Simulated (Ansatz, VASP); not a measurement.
**Ta3Ag in VASP and in Ansatz**

```xyz
4
Lattice="4.0658 0.0000 0.0000 0.0000 4.0658 0.0000 0.0000 0.0000 4.0240" Properties=species:S:1:pos:R:3 pbc="T T T"
Ta    0.0000    2.0329    2.0120
Ta    2.0329    0.0000    2.0120
Ta    2.0329    2.0329    0.0000
Ag    0.0000    0.0000    0.0000
```

Alike in both runs: task single point; functional PBE; k mesh 4 × 4 × 4; occupations gaussian, width 0.1 eV; no spin polarisation.

```csv
,VASP,Ansatz
version,VASP 6.6.1,Ansatz 0.2.0
potentials or method,"VASP PAW PBE potentials, release 64 (Ta_pv, Ag), cutoff 500 eV","scalar-relativistic, plane waves, PAW"
valence electrons in the cell,44,58
```

```tsv
	VASP	Ansatz	Ansatz less VASP
gap on the k mesh at the Fermi level (eV)	none	none	-
pressure (GPa)	16.1	16.1	-0.03
traceless stress, the component that is largest in VASP (GPa)	-0.29	-0.29	+0.001
```

A gap of «none» marks a metal or a gap that the smearing closes. VASP's potentials hold 44 valence electrons a cell and Ansatz's 58, so a difference there can come from the potentials and not from the codes.

The k mesh is coarse, so the values compare programs but aren't converged. Neither program's run includes spin-orbit coupling.
